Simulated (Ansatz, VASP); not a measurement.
TiSi2 in VASP and in Ansatz

```
CELL_PARAMETERS angstrom
-1.48263 1.72347 4.23998
1.48263 -1.72347 4.23998
1.48263 1.72347 -4.23998
ATOMIC_POSITIONS crystal
Ti 0.00000 0.00000 0.00000
Si 0.67008 0.67008 0.00000
Si 0.32992 0.32992 0.00000
```

Change from the starting cell: volume scaled by 1.02.

Alike in both runs: task single point; functional PBE; k mesh 12 × 12 × 12; occupations fermi-dirac, width 0.05 eV; no spin polarisation.

```csv
,VASP,Ansatz
version,VASP 6.6.1,Ansatz 0.2.0
potentials or method,"VASP PAW PBE potentials, release 64 (Ti_sv, Si), cutoff 520 eV","all-electron LAPW, scalar-relativistic"
```

|  | VASP | Ansatz | Ansatz less VASP |
| --- | --- | --- | --- |
| gap on the k mesh at the Fermi level (eV) | none | none | - |
| pressure (GPa) | -2.4 | -2.4 | +0.04 |
| traceless stress, the component that is largest in VASP (GPa) | 0.76 | 0.76 | -0.002 |
| rms of the force components (eV/Å) | 0.013 | 0.015 | +0.0010 |

Atom by atom the forces differ by 0.001 eV/Å (rms over components). A gap of «none» marks a metal or a gap that the smearing closes. Ansatz ran all-electron here, and VASP with PAW potentials.
